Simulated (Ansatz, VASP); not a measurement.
KMgF3: VASP beside Ansatz

Contents of INCAR:

```
ALGO = Normal ; EDIFF = 1E-7
ENCUT = 520 ; GGA = PE
ISIF = 2 ; ISMEAR = 0
LASPH = True ; LCHARG = False
LREAL = False ; LWAVE = False
NBANDS = 24 ; NELM = 60
PREC = Accurate ; SIGMA = 0.01
```

File KPOINTS:

```
k-points
0
Gamma
  6 6 6
```

The input POSCAR:

```
KMgF3
1.0
    3.7032807874      0.0000000000      0.0000000000
    0.0000000000      3.7032807874      0.0000000000
    0.0000000000      0.0000000000      3.7032807874
K Mg F
1 1 3
Direct
    0.5000000000      0.5000000000      0.5000000000
    0.0000000000      0.0000000000      0.0000000000
    0.5000000000      0.0000000000      0.0000000000
    0.0000000000      0.5000000000      0.0000000000
    0.0000000000      0.0000000000      0.5000000000
```

Input for Ansatz:

```yaml
crystal:
  lattice:
    - [3.7032807874, 0.0, 0.0]
    - [0.0, 3.7032807874, 0.0]
    - [0.0, 0.0, 3.7032807874]
  atoms:
    - { symbol: K, position: [0.5, 0.5, 0.5] }
    - { symbol: Mg, position: [0.0, 0.0, 0.0] }
    - { symbol: F, position: [0.5, 0.0, 0.0] }
    - { symbol: F, position: [0.0, 0.5, 0.0] }
    - { symbol: F, position: [0.0, 0.0, 0.5] }
scf:
  occupations: { method: fixed }
output:
  forces: true
  stress: true
  eigenvalues: true
  write_density: true
  write_potential: true
  elf: true
  volumetric_format: npy
hamiltonian:
  xc: pbe
basis:
  ecutwfc: 560
kpoints:
  mp_grid: { grid: [6, 6, 6] }
```

Alike in both runs: task single point; functional PBE; k mesh 6 × 6 × 6; no spin polarisation.

|  | VASP | Ansatz |
| --- | --- | --- |
| version | VASP 6.6.1 | Ansatz 0.2.0 |
| potentials or method | VASP PAW PBE potentials, release 64 (K_sv, Mg, F), cutoff 520 eV | scalar-relativistic, plane waves, PAW |
| occupations | gaussian, width 0.01 eV | fixed |
| valence electrons in the cell | 32 | 40 |

|  | VASP | Ansatz | Ansatz less VASP |
| --- | --- | --- | --- |
| gap on the k mesh at the Fermi level (eV) | 9.22 | 9.24 | +0.026 |
| least direct gap on the mesh (eV) | 9.51 | 9.54 | +0.022 |

VASP's potentials hold 32 valence electrons a cell and Ansatz's 40, so a difference there can come from the potentials and not from the codes.
